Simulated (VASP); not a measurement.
## Ni2SbTe: single point with PBE

Crystal: Ni2SbTe.

```xyz
4
Lattice="3.9656 0.0000 0.0000 -1.9828 3.4343 0.0000 0.0000 0.0000 5.2035" Properties=species:S:1:pos:R:3 pbc="T T T"
Te    0.0000    2.2896    0.0000
Sb    1.9828    1.1448    2.6017
Ni    0.0000    0.0000    1.3174
Ni    0.0000    0.0000    3.8861
```

```json
{
  "Program": "VASP 6.6.1",
  "Task": "single point",
  "Functional": "PBE",
  "Potentials or basis": "VASP PAW PBE potentials, release 64 (Te, Sb, Ni)",
  "Cutoff": "520 eV",
  "k mesh": "7 × 7 × 5",
  "Occupations": "fermi-dirac, width 0.05 eV",
  "Spin": "collinear spin, ferromagnetic start",
  "Starting moments": "[0.0, 0.0, 1.25, 1.25] μB",
  "Fixed moment": "2.5 μB"
}
```

| Property | Result |
| --- | --- |
| Pressure | 7.0 GPa |
| Largest force | 0.075 eV/Å |
| Net moment | 2.50 μB per cell |
| Site moments | Te +0.27; Sb +0.24; Ni +0.79 μB |
| Valence electrons inside the program's atomic spheres | Te 3.38; Sb 2.45; Ni 9.30 |

Forces on the atoms (eV/Å):
```
Te   0.000  0.000  0.000
Sb   0.000  0.000  0.000
Ni   0.000  0.000 -0.075
Ni   0.000  0.000  0.075
```

Stress tensor (GPa, compression positive):
```
7.32 0.00 0.00
0.00 7.32 0.00
0.00 0.00 6.23
```

Run time: 41 s on 1 thread of AMD EPYC 9R45 96-Core Processor (Zen 5), with other jobs on the host, peak memory 0.23 GiB.

Caveat: the cell stands under pressure; the total moment is fixed, so each spin has its own Fermi level and the state may be an excited one.
